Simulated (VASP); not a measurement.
# NaCl (Pm-3m) in VASP: further runs

The runs below take NaCl through single point, with PBEsol.

Program: VASP 6.6.1. These are calculated values, not measurements. Logs are shortened: lines on timing, memory, paths and dates and some standing lists are left out, and cuts for length are marked.

### Step 1. The cell of the first run

The structure is cubic, space group Pm-3m (No. 221). Conventional cell: a = 2.870 Å, b = 2.870 Å, c = 2.870 Å, α = 90.00°, β = 90.00°, γ = 90.00°. Within 3.3 Å of Na (site symmetry m-3m) lie 8 Cl at 2.49 Å and 6 Na at 2.87 Å. Cl (site symmetry m-3m) has 8 Na at 2.49 Å and 6 Cl at 2.87 Å within 3.3 Å.

### Step 2. Single point, PBEsol

Input file INCAR:

```
PREC     = Accurate       # precision mode
ENCUT    = 520            # plane-wave cutoff, eV
EDIFF    = 1E-6           # SCF threshold, eV
ISMEAR   = 0              # smearing method
SIGMA    = 0.05           # smearing width, eV
LREAL    = False          # projectors in reciprocal space
LASPH    = True           # aspherical terms in the spheres
NELM     = 100            # most SCF steps
ALGO     = Normal         # electronic algorithm
ISIF     = 2              # what is computed and relaxed
LWAVE    = False          # write WAVECAR
LCHARG   = True           # write CHGCAR
GGA      = PS             # functional
LELF     = True           # ELF
LVHAR    = True         
NBANDS   = 14             # bands
```

Input file KPOINTS:

```
regular mesh
0
Gamma
  10 10 10
```

Input file POSCAR:

```
NaCl
1.0
    2.8695017309      0.0000000000      0.0000000000
    0.0000000000      2.8695017309      0.0000000000
    0.0000000000      0.0000000000      2.8695017309
Na Cl
1 1
Direct
    0.0000000000      0.0000000000      0.0000000000
    0.5000000000      0.5000000000      0.5000000000
```

Potentials or basis: VASP PAW PBE potentials, release 64 (Na_pv, Cl).

Run with:

```sh
$ cat potpaw_PBE.64/Na_pv/POTCAR potpaw_PBE.64/Cl/POTCAR > POTCAR
$ mpirun -np 1 vasp_std > vasp.out
```

OUTCAR:

```text
PREC = Accurate
   ENCUT = 520
   EDIFF = 1E-6
   ISMEAR = 0
   LREAL = False
   LASPH = True
   NELM = 100
   ISIF = 2
   GGA = PS

 ion  position               nearest neighbor table
   1  0.000  0.000  0.000-   2 2.49   2 2.49   2 2.49   2 2.49   2 2.49   2 2.49   2 2.49   2 2.49

   2  0.500  0.500  0.500-   1 2.49   1 2.49   1 2.49   1 2.49   1 2.49   1 2.49   1 2.49   1 2.49

  LATTYP: Found a simple cubic cell.
 ALAT       =     2.8695017309

  Lattice vectors:

 A1 = (   2.8695017309,   0.0000000000,   0.0000000000)
 A2 = (   0.0000000000,   2.8695017309,   0.0000000000)
 A3 = (   0.0000000000,   0.0000000000,   2.8695017309)

Analysis of symmetry for initial positions (statically):
=====================================================================
 Subroutine PRICEL returns:
 Original cell was already a primitive cell.

 Routine SETGRP: Setting up the symmetry group for a
 simple cubic supercell.

 Subroutine GETGRP returns: Found 48 space group operations
 (whereof 48 operations were pure point group operations)
 out of a pool of 48 trial point group operations.

The static configuration has the point symmetry O_h .

Analysis of symmetry for dynamics (positions and initial velocities):
=====================================================================
 Subroutine PRICEL returns:
 Original cell was already a primitive cell.

 Routine SETGRP: Setting up the symmetry group for a
 simple cubic supercell.

 Subroutine GETGRP returns: Found 48 space group operations
 (whereof 48 operations were pure point group operations)
 out of a pool of 48 trial point group operations.

The dynamic configuration has the point symmetry O_h .

 Subroutine INISYM returns: Found 48 space group operations
 (whereof 48 operations are pure point group operations),
 and found     1 'primitive' translations

----------------------------------------------------------------------------------------

                                     Primitive cell

  volume of cell :      23.6276

  direct lattice vectors                    reciprocal lattice vectors
     2.869501731  0.000000000  0.000000000     0.348492559  0.000000000  0.000000000
     0.000000000  2.869501731  0.000000000     0.000000000  0.348492559  0.000000000
     0.000000000  0.000000000  2.869501731     0.000000000  0.000000000  0.348492559

  length of vectors
     2.869501731  2.869501731  2.869501731     0.348492559  0.348492559  0.348492559

  position of ions in fractional coordinates (direct lattice)
     0.000000000  0.000000000  0.000000000
     0.500000000  0.500000000  0.500000000

  ion indices of the primitive-cell ions
   primitive index   ion index
                 1           1
                 2           2

----------------------------------------------------------------------------------------

 KPOINTS: regular mesh

Automatic generation of k-mesh.
 Grid dimensions read from file:
 generate k-points for:   10   10   10

 Generating k-lattice:

  Cartesian coordinates                     Fractional coordinates (reciprocal lattice)
     0.034849256  0.000000000  0.000000000     0.100000000  0.000000000  0.000000000
     0.000000000  0.034849256  0.000000000     0.000000000  0.100000000  0.000000000
     0.000000000  0.000000000  0.034849256     0.000000000  0.000000000  0.100000000

  Length of vectors
     0.034849256  0.034849256  0.034849256

  Shift w.r.t. Gamma in fractional coordinates (k-lattice)
     0.000000000  0.000000000  0.000000000

 Subroutine IBZKPT returns following result:
 ===========================================

 Found     56 irreducible k-points:

 Following reciprocal coordinates:
            Coordinates               Weight
  0.000000  0.000000  0.000000      1.000000
  0.100000  0.000000  0.000000      6.000000
  0.200000  0.000000  0.000000      6.000000
  0.300000  0.000000  0.000000      6.000000
  0.400000  0.000000  0.000000      6.000000
  0.500000  0.000000  0.000000      3.000000
[... 16 lines left out ...]
  0.200000  0.100000  0.100000     24.000000
  0.300000  0.100000  0.100000     24.000000
 [... further k-points ...]
   k-points           NKPTS =     56   k-points in BZ     NKDIM =     56   number of bands    NBANDS=     14
   number of dos      NEDOS =    301   number of ions     NIONS =      2
   total plane-waves  NPLWV =  13824
   dimension x,y,z NGX =    24 NGY =   24 NGZ =   24
   dimension x,y,z NGXF=    48 NGYF=   48 NGZF=   48
   ions per type =               1   1
   NGX,Y,Z   is equivalent  to a cutoff of  13.90, 13.90, 13.90 a.u.
   NGXF,Y,Z  is equivalent  to a cutoff of  27.81, 27.81, 27.81 a.u.
 SYSTEM =  unknown system
   PREC   = accura    normal or accurate (medium, high low for compatibility)
   ISTART =      0    job   : 0-new  1-cont  2-samecut
   ICHARG =      2    charge: 1-file 2-atom 10-const
   ISPIN  =      1    spin polarized calculation?
   LNONCOLLINEAR =      F non collinear calculations
   LSORBIT =      F    spin-orbit coupling
   LASPH  =      T    aspherical Exc in radial PAW
   ENCUT  =  520.0 eV  38.22 Ry    6.18 a.u.   5.34  5.34  5.34*2*pi/ulx,y,z
   NELM   =    100;   NELMIN=  2; NELMDL= -5     # of ELM steps
   EDIFF  = 0.1E-05   stopping-criterion for ELM
   LREAL  =      F    real-space projection
   EDIFFG = 0.1E-04   stopping-criterion for IOM
   NSW    =      0    number of steps for IOM
   IBRION =     -1    ionic relax: 0-MD 1-quasi-New 2-CG
   NFREE  =      0    steps in history (QN), initial steepest desc. (CG)
   ISIF   =      2    stress and relaxation
   ISYM   =      2    0-nonsym 1-usesym 2-fastsym
   POTIM  = 0.5000    time-step for ionic-motion
   TEBEG  =    0.0;   TEEND  =   0.0 temperature during run
   PSTRESS=    0.0 pullay stress
   NELECT =      14.0000    total number of electrons
   NUPDOWN=      -1.0000    fix difference up-down
   EMIN   =  10.00;   EMAX   =-10.00  energy-range for DOS
   EFERMI =   0.00;   METHOD = LEGACY
   ISMEAR =     0;   SIGMA  =   0.05  broadening in eV -4-tet -1-fermi 0-gaus
   EFERMI_NEDOS =   21; number of points for ismear=-14 and -15
   IALGO  =     38    algorithm
   IMIX   =      4    mixing-type and parameters
     AMIX     =   0.40;   BMIX     =  1.00
     AMIX_MAG =   1.60;   BMIX_MAG =  1.00
  volume/ion in A,a.u.               =      11.81        79.72
  Fermi-wavevector in a.u.,A,eV,Ry     =   1.375026  2.598423 25.724500  1.890697
  Thomas-Fermi vector in A             =   2.500400
   LORBIT       =      0    0 simple, 1 ext, 2 COOP (PROOUT), +10 PAW based schemes
   GGA     = PS    functional components
   LHFCALC =     F    Hartree Fock is set to
   AEXX    =    0.0000 exact exchange contribution
   IVDW    =     0    specifies the selected vdW correction
   LEPSILON=     F    determine dielectric tensor
   LRPA    =     F    only Hartree local field effects (RPA)
 non-spin polarized calculation
 Gauss-broadening in eV      SIGMA  =   0.05
  energy-cutoff  :      520.00
  volume of cell :       23.63
 maximum number of plane-waves:       656
 NGX is ok and might be reduce to    24
   NGX = 11   NGY = 11   NGZ = 11

 number of electron      13.9999998 magnetization

 Free energy of the ion-electron system (eV)
  ---------------------------------------------------
  ext. energy  EPLUGINS =         0.00000000
  ---------------------------------------------------
  free energy    TOTEN  =        -4.86638288 eV

  energy without entropy =       -4.86638288  energy(sigma->0) =       -4.86638288

 E-fermi :   6.9439     XC(G=0): -11.5083

 val. band max:        6.6157470974   @ k =   0.5000   0.5000   0.0000
 cond. band min:      10.8580982306   @ k =   0.5000   0.5000   0.0000
 fundamental gap:      4.2423511332
 Fermi energy:         6.9438963978

 k-point     1 :       0.0000    0.0000    0.0000
  band No.  band energies     occupation
      1     -15.9281      2.00000
      2     -15.9281      2.00000
      3     -15.9281      2.00000
      4     -10.3033      2.00000
      5       5.3543      2.00000
      6       5.3543      2.00000
      7       5.3543      2.00000
      8      13.1673      0.00000
      9      13.1673      0.00000
     10      13.7251      0.00000
     11      24.4263      0.00000
     12      24.4263      0.00000
     13      24.4263      0.00000
     14      28.7827      0.00000

 k-point     2 :       0.1000    0.0000    0.0000
  band No.  band energies     occupation
      1     -15.9738      2.00000
      2     -15.9246      2.00000
      3     -15.9246      2.00000
      4     -10.1696      2.00000
      5       4.5523      2.00000
      6       5.3961      2.00000
      7       5.3961      2.00000
      8      13.3256      0.00000
      9      13.6049      0.00000
     10      14.4919      0.00000
     11      23.5241      0.00000
     12      23.5241      0.00000
     13      24.5402      0.00000
     14      27.9296      0.00000

 k-point     3 :       0.2000    0.0000    0.0000
  band No.  band energies     occupation
      1     -16.0887      2.00000
      2     -15.9155      2.00000
      3     -15.9155      2.00000
      4      -9.8031      2.00000
      5       2.9229      2.00000
      6       5.5089      2.00000
      7       5.5089      2.00000
      8      13.7906      0.00000
      9      14.1007      0.00000
     10      16.7233      0.00000
     11      21.9265      0.00000
     12      21.9265      0.00000
     13      24.8616      0.00000
     14      25.3939      0.00000
[... 324 lines left out ...]
 k-point    23 :       0.2000    0.1000    0.1000
  band No.  band energies     occupation
      1     -16.0800      2.00000
      2     -15.9533      2.00000
      3     -15.9387      2.00000
      4      -9.5854      2.00000
      5       3.0770      2.00000
      6       4.8104      2.00000
      7       4.8463      2.00000
      8      14.8957      0.00000
      9      15.1771      0.00000
     10      16.7807      0.00000
     11      20.6410      0.00000
     12      21.1946      0.00000
     13      22.7805      0.00000
     14      27.1800      0.00000

 k-point    24 :       0.3000    0.1000    0.1000
  band No.  band energies     occupation
      1     -16.2008      2.00000
      2     -15.9394      2.00000
      3     -15.9264      2.00000
      4      -9.1281      2.00000
      5       1.5088      2.00000
      6       5.0223      2.00000
      7       5.0467      2.00000
      8      15.5044      0.00000
      9      15.7079      0.00000
     10      17.9106      0.00000
     11      19.0425      0.00000
     12      21.1731      0.00000
     13      23.0223      0.00000
     14      25.1743      0.00000

 [... further k-points ...]
[... 5 lines left out ...]
  --------------------------------------------------------------------------------------
  -------------------------------------------------------------------------------------
  Total        8.5046420      8.5046420      8.5046420      0.0000000      0.0000000     -0.0000000
  in kB      576.6962771    576.6962771    576.6962771      0.0000000      0.0000000     -0.0000000
  external PRESSURE =     576.6962771 kB  Pullay stress =       0.0000000 kB

 VOLUME and BASIS-vectors are now :
 -----------------------------------------------------------------------------
  energy-cutoff  :      520.00
  volume of cell :       23.63
      direct lattice vectors                 reciprocal lattice vectors
     2.869501731  0.000000000  0.000000000     0.348492559  0.000000000  0.000000000
     0.000000000  2.869501731  0.000000000     0.000000000  0.348492559  0.000000000
     0.000000000  0.000000000  2.869501731     0.000000000  0.000000000  0.348492559

 POSITION                                       TOTAL-FORCE (eV/Angst)
 -----------------------------------------------------------------------------------
      0.00000      0.00000      0.00000         0.000000      0.000000      0.000000
      1.43475      1.43475      1.43475         0.000000      0.000000      0.000000
 -----------------------------------------------------------------------------------
    total drift:                                0.000000     -0.000000     -0.000000

  FREE ENERGIE OF THE ION-ELECTRON SYSTEM (eV)
  ---------------------------------------------------
  free  energy   TOTEN  =        -4.8663828797 eV

  energy  without entropy=       -4.8663828797  energy(sigma->0) =       -4.86638288
```

It took 6.2 s on 1 thread of Intel Xeon 6975P-C (Granite Rapids), shared host; peak memory 0.14 GiB.

What came out:

* Free energy: -4.8664 eV
* Pressure: 57.7 GPa
* Band gap on the k mesh: 4.24 eV, direct

Caveat: the PAW data sets were made with another functional, which shifts forces and pressure a little. A k mesh can miss the band edges.

### Step 3. Single point, PBEsol

This run uses another cell than the first one, of 13.23 Å³/atom, 1.120 times its volume.

Input file INCAR:

```
  PREC = Accurate
  ENCUT = 520
  EDIFF = 1E-7
  ISMEAR = 0
  SIGMA = 0.05
  LREAL = F
  LASPH = T
  NELM = 60
  ALGO = Normal
  ISIF = 2
  LWAVE = F
  LCHARG = F
  GGA = PS
  NBANDS = 14
```

Input file KPOINTS:

```
Automatic mesh
0
Gamma
  10 10 10
```

Input file POSCAR:

```
NaCl
1.0
    2.9799741626      0.0000000000      0.0000000000
    0.0000000000      2.9799741626      0.0000000000
    0.0000000000      0.0000000000      2.9799741626
Na Cl
1 1
Direct
    0.0000000000      0.0000000000      0.0000000000
    0.5000000000      0.5000000000      0.5000000000
```

Potentials or basis: VASP PAW PBE potentials, release 64 (Na_pv, Cl).

Run with:

```sh
$ cat potpaw_PBE.64/Na_pv/POTCAR potpaw_PBE.64/Cl/POTCAR > POTCAR
$ mpirun -np 1 vasp_std > vasp.out
```

OUTCAR:

```text
PREC = Accurate
   ENCUT = 520
   EDIFF = 1E-7
   ISMEAR = 0
   LREAL = F
   LASPH = T
   NELM = 60
   ISIF = 2
   GGA = PS

 ion  position               nearest neighbor table
   1  0.000  0.000  0.000-   2 2.58   2 2.58   2 2.58   2 2.58   2 2.58   2 2.58   2 2.58   2 2.58

   2  0.500  0.500  0.500-   1 2.58   1 2.58   1 2.58   1 2.58   1 2.58   1 2.58   1 2.58   1 2.58

  LATTYP: Found a simple cubic cell.
 ALAT       =     2.9799741626

  Lattice vectors:

[... 586 lines left out ...]
      8      13.5472      0.00000
      9      14.2320      0.00000
     10      15.9725      0.00000
     11      17.4807      0.00000
     12      19.1350      0.00000
     13      21.1490      0.00000
     14      23.2218      0.00000

 [... further k-points ...]
[... 5 lines left out ...]
  --------------------------------------------------------------------------------------
  -------------------------------------------------------------------------------------
  Total        5.8054364      5.8054364      5.8054364     -0.0000000      0.0000000     -0.0000000
  in kB      351.4859405    351.4859405    351.4859405     -0.0000000      0.0000000     -0.0000000
  external PRESSURE =     351.4859405 kB  Pullay stress =       0.0000000 kB

 VOLUME and BASIS-vectors are now :
 -----------------------------------------------------------------------------
  energy-cutoff  :      520.00
  volume of cell :       26.46
      direct lattice vectors                 reciprocal lattice vectors
     2.979974163  0.000000000  0.000000000     0.335573379  0.000000000  0.000000000
     0.000000000  2.979974163  0.000000000     0.000000000  0.335573379  0.000000000
     0.000000000  0.000000000  2.979974163     0.000000000  0.000000000  0.335573379

 POSITION                                       TOTAL-FORCE (eV/Angst)
 -----------------------------------------------------------------------------------
      0.00000      0.00000      0.00000         0.000000      0.000000      0.000000
      1.48999      1.48999      1.48999         0.000000      0.000000      0.000000
 -----------------------------------------------------------------------------------
    total drift:                                0.000000     -0.000000     -0.000000

  FREE ENERGIE OF THE ION-ELECTRON SYSTEM (eV)
  ---------------------------------------------------
  free  energy   TOTEN  =        -5.6725615960 eV

  energy  without entropy=       -5.6725615960  energy(sigma->0) =       -5.67256160
```

OSZICAR:

```text
N       E                     dE             d eps       ncg     rms          rms(c)
DAV:   1     0.106710022542E+03    0.10671E+03   -0.72982E+03  1574   0.118E+03
DAV:   2     0.411932144822E+00   -0.10630E+03   -0.97709E+02  1766   0.317E+02
DAV:   3    -0.583181760693E+01   -0.62437E+01   -0.62080E+01  1994   0.685E+01
DAV:   4    -0.590325726175E+01   -0.71440E-01   -0.71414E-01  1844   0.752E+00
DAV:   5    -0.590435045581E+01   -0.10932E-02   -0.10932E-02  1994   0.979E-01    0.457E+00
DAV:   6    -0.571077483868E+01    0.19358E+00   -0.18838E-01  2230   0.542E+00    0.298E+00
DAV:   7    -0.567435489251E+01    0.36420E-01   -0.93162E-02  2360   0.315E+00    0.142E+00
DAV:   8    -0.567270733270E+01    0.16476E-02   -0.73204E-03  1742   0.951E-01    0.330E-01
DAV:   9    -0.567255518812E+01    0.15214E-03   -0.28646E-04  2042   0.236E-01    0.729E-02
DAV:  10    -0.567256129535E+01   -0.61072E-05   -0.29358E-05  1998   0.890E-02    0.113E-02
DAV:  11    -0.567256149738E+01   -0.20203E-06   -0.31595E-06  2006   0.205E-02    0.300E-03
DAV:  12    -0.567256159604E+01   -0.98665E-07   -0.13535E-07  1796   0.395E-03
   1 F= -.56725616E+01 E0= -.56725616E+01  d E =-.366095E-18
```

Wall time 6.4 s (1 thread of Intel Xeon 6975P-C (Granite Rapids), shared host); peak memory 0.13 GiB.

Results:

```
Free energy            : -5.6726 eV
Pressure               : 35.1 GPa
Band gap on the k mesh : 4.65 eV, direct
```

Levels at points of the mesh, in eV from the valence-band top:
```csv
k point,band 3,band 4,band 5,band 6,band 7,band 8,band 9,band 10,band 11,band 12
"(0.00, 0.00, 0.00)",-22.18,-15.98,-1.07,-1.07,-1.07,6.22,7.13,7.13,17.49,17.49
"(0.50, 0.00, 0.00)",-22.16,-14.71,-5.96,-0.64,-0.64,8.52,9.61,12.39,12.58,12.58
"(0.50, 0.50, 0.00)",-22.14,-14.05,-4.62,-4.62,0.00,4.65,10.50,12.83,12.83,14.40
"(0.50, 0.50, 0.50)",-22.32,-13.13,-4.03,-4.03,-4.03,6.44,6.44,6.44,15.74,21.30
```

Caveat: the PAW data sets were made with another functional, which shifts forces and pressure a little. A k mesh can miss the band edges.

[end of part 1 of 3]
